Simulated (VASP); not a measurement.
# MgRe3 (Fm-3m) in VASP: notebook

MgRe3 is run at these levels: PBE; tasks: single point.

All numbers are computed with VASP 6.6.1; they aren't measurements. Logs are shortened: lines on timing, memory, paths and dates and some standing lists are left out, and cuts for length are marked.

**1. The cell of the first run**

Symmetry: Fm-3m, No. 225, cubic system. The conventional cell has a = 6.391 Å, b = 6.391 Å, c = 6.391 Å, α = 90.00°, β = 90.00°, γ = 90.00°. Within 3.6 Å of Mg (site symmetry m-3m) lie 14 Re at 2.77 to 3.20 Å. Within 3.6 Å of Re (site symmetry -43m) lie 4 Mg at 2.77 Å and 10 Re at 2.77 to 3.20 Å. Re (site symmetry m-3m) has 8 Re at 2.77 Å and 6 Mg at 3.20 Å within 3.6 Å.

**2. Single point, PBE**

File INCAR:

```
PREC = Accurate
ENCUT = 520
EDIFF = 1E-6
ISMEAR = 1
SIGMA = 0.1
LREAL = F
LASPH = T
NELM = 100
ALGO = Normal
ISIF = 2
LWAVE = F
LCHARG = F
GGA = PE
NBANDS = 20
```

File KPOINTS:

```
Automatic mesh
0
Gamma
  7 7 7
```

File POSCAR:

```
MgRe3
1.0
    0.0000000000      3.1954628311      3.1954628311
    3.1954628311      0.0000000000      3.1954628311
    3.1954628311      3.1954628311      0.0000000000
Mg Re
1 3
Direct
    0.0000000000      0.0000000000      0.0000000000
    0.2500000000      0.2500000000      0.2500000000
    0.5000000000      0.5000000000      0.5000000000
    0.7500000000      0.7500000000      0.7500000000
```

Potentials or basis: VASP PAW PBE potentials, release 64 (Mg, Re).

Run with:

```
$ cat potpaw_PBE.64/Mg/POTCAR potpaw_PBE.64/Re/POTCAR > POTCAR
$ mpirun -np 1 vasp_std > vasp.out
```

OUTCAR:

```text
PREC = Accurate
   ENCUT = 520
   EDIFF = 1E-6
   ISMEAR = 1
   LREAL = F
   LASPH = T
   NELM = 100
   ISIF = 2
   GGA = PE

 ion  position               nearest neighbor table
   1  0.000  0.000  0.000-   4 2.77   4 2.77   2 2.77   2 2.77   4 2.77   2 2.77   4 2.77   2 2.77
                             3 3.20   3 3.20   3 3.20   3 3.20   3 3.20   3 3.20
   2  0.250  0.250  0.250-   1 2.77   1 2.77   3 2.77   3 2.77   3 2.77   3 2.77   1 2.77   1 2.77
                             4 3.20   4 3.20   4 3.20   4 3.20   4 3.20   4 3.20
   3  0.500  0.500  0.500-   2 2.77   2 2.77   4 2.77   4 2.77   4 2.77   4 2.77   2 2.77   2 2.77
                             1 3.20   1 3.20   1 3.20   1 3.20   1 3.20   1 3.20
   4  0.750  0.750  0.750-   3 2.77   3 2.77   1 2.77   1 2.77   3 2.77   1 2.77   3 2.77   1 2.77
                             2 3.20   2 3.20   2 3.20   2 3.20   2 3.20   2 3.20

  LATTYP: Found a face centered cubic cell.
 ALAT       =     6.3909256622

  Lattice vectors:

 A1 = (   0.0000000000,   3.1954628311,   3.1954628311)
 A2 = (   3.1954628311,   0.0000000000,   3.1954628311)
 A3 = (   3.1954628311,   3.1954628311,   0.0000000000)

Analysis of symmetry for initial positions (statically):
=====================================================================
 Subroutine PRICEL returns:
 Original cell was already a primitive cell.

 Routine SETGRP: Setting up the symmetry group for a
 face centered cubic supercell.

 Subroutine GETGRP returns: Found 48 space group operations
[... 9 lines left out ...]

 Routine SETGRP: Setting up the symmetry group for a
 face centered cubic supercell.

 Subroutine GETGRP returns: Found 48 space group operations
[... 11 lines left out ...]
                                     Primitive cell

  volume of cell :      65.2576

  direct lattice vectors                    reciprocal lattice vectors
     0.000000000  3.195462831  3.195462831    -0.156471856  0.156471856  0.156471856
     3.195462831  0.000000000  3.195462831     0.156471856 -0.156471856  0.156471856
     3.195462831  3.195462831  0.000000000     0.156471856  0.156471856 -0.156471856

  length of vectors
     4.519066874  4.519066874  4.519066874     0.271017205  0.271017205  0.271017205

  position of ions in fractional coordinates (direct lattice)
     0.000000000  0.000000000  0.000000000
     0.250000000  0.250000000  0.250000000
     0.500000000  0.500000000  0.500000000
     0.750000000  0.750000000  0.750000000

  ion indices of the primitive-cell ions
   primitive index   ion index
                 1           1
                 2           2
                 3           3
                 4           4

----------------------------------------------------------------------------------------

 KPOINTS: Automatic mesh

Automatic generation of k-mesh.
 Grid dimensions read from file:
 generate k-points for:    7    7    7

 Generating k-lattice:

  Cartesian coordinates                     Fractional coordinates (reciprocal lattice)
    -0.022353122  0.022353122  0.022353122     0.142857143  0.000000000  0.000000000
     0.022353122 -0.022353122  0.022353122     0.000000000  0.142857143  0.000000000
     0.022353122  0.022353122 -0.022353122     0.000000000  0.000000000  0.142857143

  Length of vectors
     0.038716744  0.038716744  0.038716744

  Shift w.r.t. Gamma in fractional coordinates (k-lattice)
     0.000000000  0.000000000  0.000000000

 Subroutine IBZKPT returns following result:
 ===========================================

 Found     20 irreducible k-points:

 Following reciprocal coordinates:
            Coordinates               Weight
  0.000000  0.000000  0.000000      1.000000
  0.142857  0.000000  0.000000      8.000000
  0.285714  0.000000  0.000000      8.000000
  0.428571  0.000000  0.000000      8.000000
  0.142857  0.142857  0.000000      6.000000
  0.285714  0.142857  0.000000     24.000000
[... 12 lines left out ...]
 -0.428571  0.428571  0.142857     24.000000
 -0.285714  0.428571  0.142857     24.000000
   k-points           NKPTS =     20   k-points in BZ     NKDIM =     20   number of bands    NBANDS=     20
   number of dos      NEDOS =    301   number of ions     NIONS =      4
   total plane-waves  NPLWV =  46656
   dimension x,y,z NGX =    36 NGY =   36 NGZ =   36
   dimension x,y,z NGXF=    72 NGYF=   72 NGZF=   72
   ions per type =               1   3
   NGX,Y,Z   is equivalent  to a cutoff of  13.24, 13.24, 13.24 a.u.
   NGXF,Y,Z  is equivalent  to a cutoff of  26.49, 26.49, 26.49 a.u.
 SYSTEM =  unknown system
   PREC   = accura    normal or accurate (medium, high low for compatibility)
   ISTART =      0    job   : 0-new  1-cont  2-samecut
   ICHARG =      2    charge: 1-file 2-atom 10-const
   ISPIN  =      1    spin polarized calculation?
   LNONCOLLINEAR =      F non collinear calculations
   LSORBIT =      F    spin-orbit coupling
   LASPH  =      T    aspherical Exc in radial PAW
   ENCUT  =  520.0 eV  38.22 Ry    6.18 a.u.   8.40  8.40  8.40*2*pi/ulx,y,z
   NELM   =    100;   NELMIN=  2; NELMDL= -5     # of ELM steps
   EDIFF  = 0.1E-05   stopping-criterion for ELM
   LREAL  =      F    real-space projection
   EDIFFG = 0.1E-04   stopping-criterion for IOM
   NSW    =      0    number of steps for IOM
   IBRION =     -1    ionic relax: 0-MD 1-quasi-New 2-CG
   NFREE  =      0    steps in history (QN), initial steepest desc. (CG)
   ISIF   =      2    stress and relaxation
   ISYM   =      2    0-nonsym 1-usesym 2-fastsym
   POTIM  = 0.5000    time-step for ionic-motion
   TEBEG  =    0.0;   TEEND  =   0.0 temperature during run
   PSTRESS=    0.0 pullay stress
   NELECT =      23.0000    total number of electrons
   NUPDOWN=      -1.0000    fix difference up-down
   EMIN   =  10.00;   EMAX   =-10.00  energy-range for DOS
   EFERMI =   0.00;   METHOD = LEGACY
   ISMEAR =     1;   SIGMA  =   0.10  broadening in eV -4-tet -1-fermi 0-gaus
   EFERMI_NEDOS =   21; number of points for ismear=-14 and -15
   IALGO  =     38    algorithm
   IMIX   =      4    mixing-type and parameters
     AMIX     =   0.40;   BMIX     =  1.00
     AMIX_MAG =   1.60;   BMIX_MAG =  1.00
  volume/ion in A,a.u.               =      16.31       110.10
  Fermi-wavevector in a.u.,A,eV,Ry     =   1.156397  2.185274 18.194450  1.337254
  Thomas-Fermi vector in A             =   2.293018
   LORBIT       =      0    0 simple, 1 ext, 2 COOP (PROOUT), +10 PAW based schemes
   GGA     = PE    functional components
   LHFCALC =     F    Hartree Fock is set to
   AEXX    =    0.0000 exact exchange contribution
   IVDW    =     0    specifies the selected vdW correction
   LEPSILON=     F    determine dielectric tensor
   LRPA    =     F    only Hartree local field effects (RPA)
 non-spin polarized calculation
 Methfessel and Paxton  Order N= 1 SIGMA  =   0.10
  energy-cutoff  :      520.00
  volume of cell :       65.26
 maximum number of plane-waves:      1807
 NGX is ok and might be reduce to    36
   NGX = 17   NGY = 17   NGZ = 17

 number of electron      23.0000002 magnetization

 Free energy of the ion-electron system (eV)
  ---------------------------------------------------
  ext. energy  EPLUGINS =         0.00000000
  ---------------------------------------------------
  free energy    TOTEN  =       -37.40113729 eV

  energy without entropy =      -37.40308748  energy(sigma->0) =      -37.40178736

 E-fermi :   6.0921     XC(G=0): -12.3092

 val. band max:        6.0698152282   @ k =   0.2857   0.2857   0.0000
 cond. band min:       6.1543915288   @ k =   0.4286   0.2857   0.0000
 fundamental gap:      0.0845763006
 Fermi energy:         6.0920741431

 k-point     1 :       0.0000    0.0000    0.0000
  band No.  band energies     occupation
      1      -2.8538      2.00000
      2       1.5756      2.00000
      3       1.5756      2.00000
      4       2.7448      2.00000
      5       2.7448      2.00000
      6       2.7448      2.00000
[... 12 lines left out ...]
     19      13.2902      0.00000
     20      13.2907      0.00000

 k-point     2 :       0.1429    0.0000    0.0000
  band No.  band energies     occupation
      1      -2.5525      2.00000
      2       1.6742      2.00000
      3       1.6742      2.00000
      4       2.4544      2.00000
      5       2.8357      2.00000
      6       2.8357      2.00000
[... 12 lines left out ...]
     19      13.1572      0.00000
     20      13.1604      0.00000

 k-point     3 :       0.2857    0.0000    0.0000
  band No.  band energies     occupation
      1      -1.7038      2.00000
      2       1.9576      2.00000
      3       1.9576      2.00000
      4       2.1122      2.00000
      5       2.8195      2.00000
      6       2.8974      2.00000
[... 12 lines left out ...]
     19      12.9342      0.00000
     20      12.9482      0.00000

 k-point     4 :       0.4286    0.0000    0.0000
  band No.  band energies     occupation
      1      -0.5087      2.00000
      2       1.1778      2.00000
      3       2.2843      2.00000
      4       2.2843      2.00000
      5       2.5540      2.00000
      6       2.8609      2.00000
[... 12 lines left out ...]
     19      12.7856      0.00000
     20      12.7856      0.00000

 k-point     5 :       0.1429    0.1429    0.0000
  band No.  band energies     occupation
      1      -2.4528      2.00000
      2       1.5564      2.00000
      3       1.7857      2.00000
      4       2.5824      2.00000
      5       2.7494      2.00000
      6       2.7494      2.00000
[... 12 lines left out ...]
     19      12.3616      0.00000
     20      12.4117      0.00000
[... 261 lines left out ...]
      6       2.9618      2.00000
[... 12 lines left out ...]
     19      10.7149      0.00000
     20      13.7392      0.00000

 k-point    18 :      -0.4286    0.2857    0.1429
  band No.  band energies     occupation
      1       0.0151      2.00000
      2       1.0233      2.00000
      3       1.6216      2.00000
      4       2.0742      2.00000
      5       2.7819      2.00000
      6       2.9719      2.00000
[... 12 lines left out ...]
     19      10.1610      0.00000
     20      13.9703      0.00000

 k-point    19 :      -0.4286    0.4286    0.1429
  band No.  band energies     occupation
      1       0.3884      2.00000
      2       0.9296      2.00000
      3       1.1369      2.00000
      4       1.8997      2.00000
      5       3.0565      2.00000
      6       3.1024      2.00000
[... 12 lines left out ...]
     19       9.0216      0.00000
     20      13.3836      0.00000

 k-point    20 :      -0.2857    0.4286    0.1429
  band No.  band energies     occupation
      1       0.6722      2.00000
      2       1.0345      2.00000
      3       1.2339      2.00000
      4       1.5823      2.00000
      5       3.0139      2.00000
      6       3.3202      2.00000
[... 12 lines left out ...]
     19       9.1007      0.00000
     20      14.1409      0.00000

------------------------ aborting loop because EDIFF is reached ----------------------------------------

  FORCE on cell =-STRESS in cart. coord.  units (eV):
  Direction    XX          YY          ZZ          XY          YZ          ZX
  --------------------------------------------------------------------------------------
  -------------------------------------------------------------------------------------
  Total       -7.3029031     -7.3029031     -7.3029031     -0.0000000      0.0000000     -0.0000000
  in kB     -179.2977382   -179.2977382   -179.2977382     -0.0000000      0.0000000     -0.0000000
  external PRESSURE =    -179.2977382 kB  Pullay stress =       0.0000000 kB

 VOLUME and BASIS-vectors are now :
 -----------------------------------------------------------------------------
  energy-cutoff  :      520.00
  volume of cell :       65.26
      direct lattice vectors                 reciprocal lattice vectors
     0.000000000  3.195462831  3.195462831    -0.156471856  0.156471856  0.156471856
     3.195462831  0.000000000  3.195462831     0.156471856 -0.156471856  0.156471856
     3.195462831  3.195462831  0.000000000     0.156471856  0.156471856 -0.156471856

 POSITION                                       TOTAL-FORCE (eV/Angst)
 -----------------------------------------------------------------------------------
      0.00000      0.00000      0.00000        -0.000000      0.000000     -0.000000
      1.59773      1.59773      1.59773         0.000000     -0.000000     -0.000000
      3.19546      3.19546      3.19546        -0.000000      0.000000     -0.000000
      4.79319      4.79319      4.79319        -0.000000      0.000000      0.000000
 -----------------------------------------------------------------------------------
    total drift:                                0.000000      0.000000      0.000000

  FREE ENERGIE OF THE ION-ELECTRON SYSTEM (eV)
  ---------------------------------------------------
  free  energy   TOTEN  =       -37.4011372916 eV

  energy  without entropy=      -37.4030874827  energy(sigma->0) =      -37.40178736
```

Wall time 16 s (1 thread of Intel Xeon 6975P-C (Granite Rapids), shared host); peak memory 0.2 GiB.

What came out:

```
Free energy : -37.4011 eV
Pressure    : -17.9 GPa
```

Caveat: spin-orbit coupling is left out, which moves the levels of the heavy elements.

**3. Single point, PBE**

This run uses another cell than the first one, of 16.92 Å³/atom, 1.037 times its volume.

File INCAR:

```
ALGO = Normal
EDIFF = 1E-6
ENCUT = 520
GGA = PE
ISIF = 2
ISMEAR = 1
LASPH = T
LCHARG = T
LELF = T
LREAL = F
LVHAR = T
LWAVE = F
NBANDS = 20
NELM = 100
PREC = Accurate
SIGMA = 0.1
```

File KPOINTS:

```
k-points
0
Gamma
  7 7 7
```

File POSCAR:

```
MgRe3
1.0
    0.0000000000      3.2344357310      3.2344357310
    3.2344357310      0.0000000000      3.2344357310
    3.2344357310      3.2344357310      0.0000000000
Mg Re
1 3
Direct
    0.0000000000      0.0000000000      0.0000000000
    0.2500000000      0.2500000000      0.2500000000
    0.5000000000      0.5000000000      0.5000000000
    0.7500000000      0.7500000000      0.7500000000
```

Potentials or basis: VASP PAW PBE potentials, release 64 (Mg, Re).

Run with:

```
$ cat potpaw_PBE.64/Mg/POTCAR potpaw_PBE.64/Re/POTCAR > POTCAR
$ mpirun -np 1 vasp_std > vasp.out
```

Run time: 17 s. Hardware: 1 thread of Intel Xeon 6975P-C (Granite Rapids), shared host; peak memory 0.21 GiB.

Results (log left out):

```yaml
Free_energy: -37.0855 eV
Pressure: -23.9 GPa
```

Levels at points of the mesh, in eV from the Fermi level:
```csv
k point,band 8,band 9,band 10,band 11,band 12,band 13,band 14,band 15,band 16,band 17
"(0.00, 0.00, 0.00)",-2.56,-2.56,1.03,1.03,1.03,1.22,1.22,2.06,2.06,5.43
```

Caveat: spin-orbit coupling is left out, which moves the levels of the heavy elements.
